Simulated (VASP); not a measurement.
A run of VASP 6.6.1 is set up as follows.

Contents of INCAR:

```
SYSTEM = KP5
PREC = Accurate ; ENCUT = 520
EDIFF = 1E-7 ; ISMEAR = 0
SIGMA = 0.2 ; LREAL = .FALSE.
LASPH = .TRUE. ; NELM = 100
ALGO = Normal ; ISIF = 2
LWAVE = .FALSE. ; LCHARG = .TRUE.
GGA = PE ; LELF = .TRUE.
LVHAR = .TRUE. ; NBANDS = 46
```

KPOINTS

```
Automatic mesh
0
G
  6 6 4
  0 0 0
```

Contents of POSCAR:

```
KP5
1.0
    6.3651975675      0.0000000000      0.0000000000
   -3.1825987838      5.5124227936      0.0000000000
    0.0000000000      0.0000000000      6.4834949120
K P
2 10
Direct
    0.0000000000      0.0000000000      0.0000000000
    0.0000000000      0.0000000000      0.5000000000
    0.5000000000      0.0000000000      0.2500000000
    0.5000000000      0.0000000000      0.7500000000
    0.5000000000      0.5000000000      0.2500000000
    0.5000000000      0.5000000000      0.7500000000
    0.0000000000      0.5000000000      0.2500000000
    0.0000000000      0.5000000000      0.7500000000
    0.3333333333      0.6666666667      0.0000000000
    0.3333333333      0.6666666667      0.5000000000
    0.6666666667      0.3333333333      0.0000000000
    0.6666666667      0.3333333333      0.5000000000
```

Potentials or basis: VASP PAW PBE potentials, release 64 (K_sv, P).

Command:

```bash
$ cat potpaw_PBE.64/K_sv/POTCAR potpaw_PBE.64/P/POTCAR > POTCAR
$ mpirun -np 1 vasp_std > vasp.out
```

(1) Predict the band gap on the k mesh.

(2) What does it give for the pressure?

## Answers

(1) zero (bands 34 and 35 overlap by 1.35 eV).

(2) 0.0 GPa.
